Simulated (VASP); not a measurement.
# WC (P-6m2) in VASP: further runs

Aim: see how the results for WC move with the level of theory and the settings. Levels: LDA, RPBE. Tasks: single point.

Program: VASP 6.6.1. These are calculated values, not measurements. Logs are shortened: lines on timing, memory, paths and dates and some standing lists are left out, and cuts for length are marked.

**1. The cell of the first run**

It takes space group P-6m2 (No. 187, hexagonal). Conventional cell: a = 2.906 Å, b = 2.906 Å, c = 2.825 Å, α = 90.00°, β = 90.00°, γ = 120.00°. W (site symmetry -6m2) has 6 C at 2.19 Å and 8 W at 2.83 to 2.91 Å within 3.0 Å. Within 3.0 Å of C (site symmetry -6m2) lie 6 W at 2.19 Å and 8 C at 2.83 to 2.91 Å.

**2. Single point, LDA (10.33 Å³/atom)**

Input file INCAR:

```
ALGO = Normal
EDIFF = 1E-6
ENCUT = 1300
GGA_COMPAT = F
ISIF = 2
ISMEAR = 0
LASPH = T
LCHARG = F
LREAL = F
LWAVE = F
NBANDS = 16
NELM = 120
PREC = Accurate
SIGMA = 0.05
```

Input file KPOINTS:

```
k-points
0
Gamma
  10 10 8
```

Input file POSCAR:

```
WC
1.0
    2.9060368151      0.0000000000      0.0000000000
   -1.4530184076      2.5167017062      0.0000000000
    0.0000000000      0.0000000000      2.8250301770
W C
1 1
Direct
    0.0000000000      0.0000000000      0.0000000000
    0.6666666667      0.3333333333      0.5000000000
```

Potentials or basis: VASP PAW LDA potentials, release 64 (W_sv, C_h).

The run is started by

```sh
cat potpaw_LDA.64/W_sv/POTCAR potpaw_LDA.64/C_h/POTCAR > POTCAR
mpirun -np 1 vasp_std > vasp.out
```

OUTCAR:

```text
EDIFF = 1E-6
   ENCUT = 1300
   ISIF = 2
   ISMEAR = 0
   LASPH = T
   LREAL = F
   NELM = 120
   PREC = Accurate

 ion  position               nearest neighbor table
   1  0.000  0.000  0.000-   2 2.19   2 2.19   2 2.19   2 2.19   2 2.19   2 2.19
   2  0.667  0.333  0.500-   1 2.19   1 2.19   1 2.19   1 2.19   1 2.19   1 2.19

  LATTYP: Found a hexagonal cell.
 ALAT       =     2.9060368151
 C/A-ratio  =     0.9721247034

  Lattice vectors:

 A1 = (   2.9060368151,   0.0000000000,   0.0000000000)
 A2 = (  -1.4530184076,   2.5167017062,   0.0000000000)
 A3 = (   0.0000000000,   0.0000000000,   2.8250301770)

Analysis of symmetry for initial positions (statically):
=====================================================================
 Subroutine PRICEL returns:
 Original cell was already a primitive cell.

 Routine SETGRP: Setting up the symmetry group for a
 hexagonal supercell.

 Subroutine GETGRP returns: Found 12 space group operations
 (whereof 12 operations were pure point group operations)
 out of a pool of 24 trial point group operations.

The static configuration has the point symmetry D_3h.

Analysis of symmetry for dynamics (positions and initial velocities):
=====================================================================
 Subroutine PRICEL returns:
 Original cell was already a primitive cell.

 Routine SETGRP: Setting up the symmetry group for a
 hexagonal supercell.

 Subroutine GETGRP returns: Found 12 space group operations
 (whereof 12 operations were pure point group operations)
 out of a pool of 24 trial point group operations.

The dynamic configuration has the point symmetry D_3h.

 Subroutine INISYM returns: Found 12 space group operations
 (whereof 12 operations are pure point group operations),
 and found     1 'primitive' translations

----------------------------------------------------------------------------------------

                                     Primitive cell

  volume of cell :      20.6612

  direct lattice vectors                    reciprocal lattice vectors
     2.906036815  0.000000000  0.000000000     0.344111263  0.198672731  0.000000000
    -1.453018408  2.516701706  0.000000000     0.000000000  0.397345461  0.000000000
     0.000000000  0.000000000  2.825030177     0.000000000  0.000000000  0.353978520

  length of vectors
     2.906036815  2.906036815  2.825030177     0.397345461  0.397345461  0.353978520

  position of ions in fractional coordinates (direct lattice)
     0.000000000  0.000000000  0.000000000
     0.666666667  0.333333333  0.500000000

  ion indices of the primitive-cell ions
   primitive index   ion index
                 1           1
                 2           2

----------------------------------------------------------------------------------------

 KPOINTS: k-points

Automatic generation of k-mesh.
 Grid dimensions read from file:
 generate k-points for:   10   10    8

 Generating k-lattice:

  Cartesian coordinates                     Fractional coordinates (reciprocal lattice)
     0.034411126  0.019867273  0.000000000     0.100000000  0.000000000  0.000000000
     0.000000000  0.039734546  0.000000000     0.000000000  0.100000000  0.000000000
     0.000000000  0.000000000  0.044247315     0.000000000  0.000000000  0.125000000

  Length of vectors
     0.039734546  0.039734546  0.044247315

  Shift w.r.t. Gamma in fractional coordinates (k-lattice)
     0.000000000  0.000000000  0.000000000

 Subroutine IBZKPT returns following result:
 ===========================================

 Found     70 irreducible k-points:

 Following reciprocal coordinates:
            Coordinates               Weight
  0.000000  0.000000  0.000000      1.000000
  0.100000  0.000000  0.000000      6.000000
  0.200000  0.000000  0.000000      6.000000
  0.300000  0.000000  0.000000      6.000000
  0.400000  0.000000  0.000000      6.000000
  0.500000  0.000000  0.000000      3.000000
[... 16 lines left out ...]
  0.300000  0.100000  0.125000     24.000000
  0.400000  0.100000  0.125000     24.000000
 [... further k-points ...]
   k-points           NKPTS =     70   k-points in BZ     NKDIM =     70   number of bands    NBANDS=     16
   number of dos      NEDOS =    301   number of ions     NIONS =      2
   total plane-waves  NPLWV =  46656
   dimension x,y,z NGX =    36 NGY =   36 NGZ =   36
   dimension x,y,z NGXF=    72 NGYF=   72 NGZF=   72
   ions per type =               1   1
   NGX,Y,Z   is equivalent  to a cutoff of  20.59, 20.59, 21.19 a.u.
   NGXF,Y,Z  is equivalent  to a cutoff of  41.19, 41.19, 42.37 a.u.
 SYSTEM =  unknown system
   PREC   = accura    normal or accurate (medium, high low for compatibility)
   ISTART =      0    job   : 0-new  1-cont  2-samecut
   ICHARG =      2    charge: 1-file 2-atom 10-const
   ISPIN  =      1    spin polarized calculation?
   LNONCOLLINEAR =      F non collinear calculations
   LSORBIT =      F    spin-orbit coupling
   LASPH  =      T    aspherical Exc in radial PAW
   ENCUT  = 1300.0 eV  95.55 Ry    9.77 a.u.   8.54  8.54  8.31*2*pi/ulx,y,z
   NELM   =    120;   NELMIN=  2; NELMDL= -5     # of ELM steps
   EDIFF  = 0.1E-05   stopping-criterion for ELM
   LREAL  =      F    real-space projection
   EDIFFG = 0.1E-04   stopping-criterion for IOM
   NSW    =      0    number of steps for IOM
   IBRION =     -1    ionic relax: 0-MD 1-quasi-New 2-CG
   NFREE  =      0    steps in history (QN), initial steepest desc. (CG)
   ISIF   =      2    stress and relaxation
   ISYM   =      2    0-nonsym 1-usesym 2-fastsym
   POTIM  = 0.5000    time-step for ionic-motion
   TEBEG  =    0.0;   TEEND  =   0.0 temperature during run
   PSTRESS=    0.0 pullay stress
   NELECT =      18.0000    total number of electrons
   NUPDOWN=      -1.0000    fix difference up-down
   EMIN   =  10.00;   EMAX   =-10.00  energy-range for DOS
   EFERMI =   0.00;   METHOD = LEGACY
   ISMEAR =     0;   SIGMA  =   0.05  broadening in eV -4-tet -1-fermi 0-gaus
   EFERMI_NEDOS =   21; number of points for ismear=-14 and -15
   IALGO  =     38    algorithm
   IMIX   =      4    mixing-type and parameters
     AMIX     =   0.40;   BMIX     =  1.00
     AMIX_MAG =   1.60;   BMIX_MAG =  1.00
  volume/ion in A,a.u.               =      10.33        69.71
  Fermi-wavevector in a.u.,A,eV,Ry     =   1.563557  2.954694 33.262300  2.444710
  Thomas-Fermi vector in A             =   2.666311
   LORBIT       =      0    0 simple, 1 ext, 2 COOP (PROOUT), +10 PAW based schemes
   GGA     = CA    functional components
   LHFCALC =     F    Hartree Fock is set to
   AEXX    =    0.0000 exact exchange contribution
   IVDW    =     0    specifies the selected vdW correction
   LEPSILON=     F    determine dielectric tensor
   LRPA    =     F    only Hartree local field effects (RPA)
 non-spin polarized calculation
 Gauss-broadening in eV      SIGMA  =   0.05
  energy-cutoff  :     1300.00
  volume of cell :       20.66
 maximum number of plane-waves:      2242
 NGX is ok and might be reduce to    36
   NGX = 17   NGY = 17   NGZ = 17

 number of electron      18.0000000 magnetization

 Free energy of the ion-electron system (eV)
  ---------------------------------------------------
  ext. energy  EPLUGINS =         0.00000000
  ---------------------------------------------------
  free energy    TOTEN  =       -24.70804407 eV

  energy without entropy =      -24.70776045  energy(sigma->0) =      -24.70790226

 E-fermi :  11.3987     XC(G=0): -14.0437

 val. band max:       11.3783771534   @ k =   0.4000   0.2000   0.0000
 cond. band min:      11.4408735326   @ k =   0.5000   0.0000   0.3750
 fundamental gap:      0.0624963792
 Fermi energy:        11.3986572062

 k-point     1 :       0.0000    0.0000    0.0000
  band No.  band energies     occupation
      1     -62.1659      2.00000
      2     -26.4059      2.00000
      3     -26.3056      2.00000
      4     -26.3056      2.00000
      5      -2.9528      2.00000
      6       7.0198      2.00000
[... 8 lines left out ...]
     15      25.8260      0.00000
     16      28.1435      0.00000

 k-point     2 :       0.1000    0.0000    0.0000
  band No.  band energies     occupation
      1     -62.1602      2.00000
      2     -26.3951      2.00000
      3     -26.3895      2.00000
      4     -26.3246      2.00000
      5      -2.6892      2.00000
      6       7.0419      2.00000
[... 8 lines left out ...]
     15      25.3452      0.00000
     16      28.6854      0.00000

 k-point     3 :       0.2000    0.0000    0.0000
  band No.  band energies     occupation
      1     -62.1451      2.00000
      2     -26.6044      2.00000
      3     -26.3740      2.00000
      4     -26.3668      2.00000
      5      -1.9656      2.00000
      6       6.3279      2.00000
[... 8 lines left out ...]
     15      25.1283      0.00000
     16      29.8993      0.00000

 k-point     4 :       0.3000    0.0000    0.0000
  band No.  band energies     occupation
      1     -62.1264      2.00000
      2     -26.8612      2.00000
      3     -26.4344      2.00000
      4     -26.3315      2.00000
      5      -0.9700      2.00000
      6       5.3684      2.00000
[... 8 lines left out ...]
     15      26.0230      0.00000
     16      28.7687      0.00000
[... 324 lines left out ...]
 k-point    22 :       0.2000    0.1000    0.1250
  band No.  band energies     occupation
      1     -62.1264      2.00000
      2     -26.7396      2.00000
      3     -26.4582      2.00000
      4     -26.4231      2.00000
      5      -1.0501      2.00000
      6       5.9312      2.00000
[... 8 lines left out ...]
     15      24.9305      0.00000
     16      29.2052      0.00000

 k-point    23 :       0.3000    0.1000    0.1250
  band No.  band energies     occupation
      1     -62.1095      2.00000
      2     -26.9510      2.00000
      3     -26.4923      2.00000
      4     -26.4237      2.00000
      5      -0.1373      2.00000
      6       5.0563      2.00000
[... 8 lines left out ...]
     15      25.5563      0.00000
     16      28.0398      0.00000

 k-point    24 :       0.4000    0.1000    0.1250
  band No.  band energies     occupation
      1     -62.0991      2.00000
      2     -27.0786      2.00000
      3     -26.5347      2.00000
      4     -26.4023      2.00000
      5       0.5309      2.00000
      6       4.4852      2.00000
[... 8 lines left out ...]
     15      24.7671      0.00000
     16      28.7669      0.00000

 [... further k-points ...]

------------------------ aborting loop because EDIFF is reached ----------------------------------------

  FORCE on cell =-STRESS in cart. coord.  units (eV):
  Direction    XX          YY          ZZ          XY          YZ          ZX
  --------------------------------------------------------------------------------------
  -------------------------------------------------------------------------------------
  Total       -0.7358038     -0.7358038     -0.6794166      0.0000000     -0.0000000      0.0000000
  in kB      -57.0580138    -57.0580138    -52.6854653      0.0000000     -0.0000000      0.0000000
  external PRESSURE =     -55.6004976 kB  Pullay stress =       0.0000000 kB

 VOLUME and BASIS-vectors are now :
 -----------------------------------------------------------------------------
  energy-cutoff  :     1300.00
  volume of cell :       20.66
      direct lattice vectors                 reciprocal lattice vectors
     2.906036815  0.000000000  0.000000000     0.344111263  0.198672731  0.000000000
    -1.453018408  2.516701706  0.000000000     0.000000000  0.397345461  0.000000000
     0.000000000  0.000000000  2.825030177     0.000000000  0.000000000  0.353978520

 POSITION                                       TOTAL-FORCE (eV/Angst)
 -----------------------------------------------------------------------------------
      0.00000      0.00000      0.00000        -0.000000     -0.000000      0.000000
      1.45302      0.83890      1.41252         0.000000      0.000000      0.000000
 -----------------------------------------------------------------------------------
    total drift:                               -0.000000      0.000000      0.000000

  FREE ENERGIE OF THE ION-ELECTRON SYSTEM (eV)
  ---------------------------------------------------
  free  energy   TOTEN  =       -24.7080440685 eV

  energy  without entropy=      -24.7077604499  energy(sigma->0) =      -24.70790226
```

Wall time 48 s (1 thread of Intel Xeon Platinum 8259CL at 2.50GHz (Skylake/Cascade Lake), shared host); peak memory 0.25 GiB.

Results:

| Item | Value |
| --- | --- |
| Free energy | -24.7080 eV |
| Pressure | -5.6 GPa |
| Band gap on the k mesh | zero (bands 9 and 10 overlap by 1.20 eV) |

Stress tensor (GPa, compression positive):
```
-5.71  0.00  0.00
 0.00 -5.71  0.00
 0.00  0.00 -5.27
```

Caveat: the cell stands under tension; spin-orbit coupling is left out, which moves the levels of the heavy elements.

**3. Single point, RPBE (10.43 Å³/atom)**

This run uses another cell than the first one, of 10.43 Å³/atom.

Input file INCAR:

```
SYSTEM = WC
ALGO     = Normal         ! electronic algorithm
EDIFF    = 1E-6           ! SCF threshold, eV
ENCUT    = 1300           ! plane-wave cutoff, eV
GGA      = RP             ! functional
GGA_COMPAT= .FALSE.      
ISIF     = 2              ! what is computed and relaxed
ISMEAR   = 0              ! smearing method
LASPH    = .TRUE.         ! aspherical terms in the spheres
LCHARG   = .TRUE.         ! write CHGCAR
LELF     = .TRUE.         ! ELF
LREAL    = .FALSE.        ! projectors in reciprocal space
LVHAR    = .TRUE.       
LWAVE    = .FALSE.        ! write WAVECAR
NBANDS   = 16             ! bands
NELM     = 120            ! most SCF steps
PREC     = Accurate       ! precision mode
SIGMA    = 0.05           ! smearing width, eV
```

Input file KPOINTS:

```
k-points
0
G
  10 10 8
  0 0 0
```

Input file POSCAR:

```
WC
1.0
    2.9128772994      0.0000000000      0.0000000000
   -1.4564386497      2.5226257394      0.0000000000
    0.0000000000      0.0000000000      2.8393261683
W C
1 1
Direct
    0.0000000000      0.0000000000      0.0000000000
    0.6666666667      0.3333333333      0.5000000000
```

Potentials or basis: VASP PAW PBE potentials, release 64 (W_sv, C_h).

The run is started by

```sh
cat potpaw_PBE.64/W_sv/POTCAR potpaw_PBE.64/C_h/POTCAR > POTCAR
mpirun -np 1 vasp_std > vasp.out
```

Wall time 58 s (1 thread of Intel Xeon Platinum 8259CL at 2.50GHz (Skylake/Cascade Lake), shared host); peak memory 0.27 GiB.

It converged, with:

| Item | Value |
| --- | --- |
| Free energy | -21.4064 eV |
| Pressure | 8.9 GPa |
| Band gap on the k mesh | zero (bands 9 and 10 overlap by 1.20 eV) |

Stress tensor (GPa, compression positive):
```
8.75 0.00 0.00
0.00 8.75 0.00
0.00 0.00 9.06
```

Levels at points of the mesh, in eV from the Fermi level:
| k point | band 5 | band 6 | band 7 | band 8 | band 9 | band 10 | band 11 | band 12 | band 13 | band 14 |
| --- | --- | --- | --- | --- | --- | --- | --- | --- | --- | --- |
| (0.00, 0.00, 0.00) | -14.46 | -4.28 | -3.31 | -3.31 | 0.10 | 3.23 | 3.23 | 5.62 | 5.62 | 6.31 |
| (0.50, 0.00, 0.00) | -11.15 | -7.03 | -3.58 | -3.54 | -0.48 | 2.35 | 4.51 | 4.85 | 6.85 | 9.61 |
| (0.00, 0.00, 0.50) | -10.48 | -8.62 | -2.01 | -2.01 | -0.56 | -0.56 | 3.68 | 4.51 | 4.51 | 9.95 |
| (0.50, 0.00, 0.50) | -11.32 | -6.43 | -4.30 | -4.20 | 0.27 | 4.40 | 5.28 | 6.58 | 9.15 | 10.10 |

Caveat: the cell stands under pressure; the PAW data sets were made with another functional, which shifts forces and pressure a little; spin-orbit coupling is left out, which moves the levels of the heavy elements.

The gap in the log of VASP goes by the Fermi energy; the results here count the filled bands.